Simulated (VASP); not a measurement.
Set up this calculation in VASP 6.6.1, as the native input.

| Quantity | Value |
| --- | --- |
| Task | single point |
| Functional | PBE |
| Potentials or basis | VASP PAW PBE potentials, release 64 (Nb_sv, N) |
| Cutoff | 520 eV |
| k mesh | 9 × 9 × 1 |
| Occupations | gaussian, width 0.1 eV |
| Spin | no spin polarisation |
| Dipole correction | yes |
| Further INCAR settings | ALGO = Normal; EDIFF = 1e-07; NBANDS = 30 |

The structure of Nb3N lies in POSCAR:

```
Nb3N
1.0
    2.9829001615      0.0000000000      0.0000000000
    0.0000000000      2.9829001615      0.0000000000
    0.0000000000      0.0000000000     19.7446861459
Nb N
3 1
Direct
    0.5000000000      0.5000000000      0.2025861526
    0.0000000000      0.0000000000      0.3100743693
    0.5000000000      0.5000000000      0.4175648114
    0.8333333333      1.0000000000      0.4484901683
```

One way to write it, as run:

INCAR

```
SYSTEM = Nb3N
ALGO = Normal
DIPOL = 0.5 0.5 0.345
EDIFF = 1E-7
ENCUT = 520
GGA = PE
IDIPOL = 3
ISIF = 2
ISMEAR = 0
LASPH = .TRUE.
LCHARG = .FALSE.
LDIPOL = .TRUE.
LREAL = .FALSE.
LWAVE = .FALSE.
NBANDS = 30
NELM = 80
PREC = Accurate
SIGMA = 0.1
```

KPOINTS

```
k-points
0
G
  9 9 1
  0 0 0
```

Potentials or basis: VASP PAW PBE potentials, release 64 (Nb_sv, N).

Launch:

```sh
$ cat potpaw_PBE.64/Nb_sv/POTCAR potpaw_PBE.64/N/POTCAR > POTCAR
$ mpirun -np 1 vasp_std > vasp.out
```

Results of the run:

```
Largest force          : 3.470 eV/Å
Band gap on the k mesh : zero (bands 22 and 23 overlap by 0.22 eV)
```

It took 2.9 min on 1 thread of Intel(R) Xeon(R) Platinum 8559C (Emerald Rapids), on a shared host, peak memory 0.33 GiB.
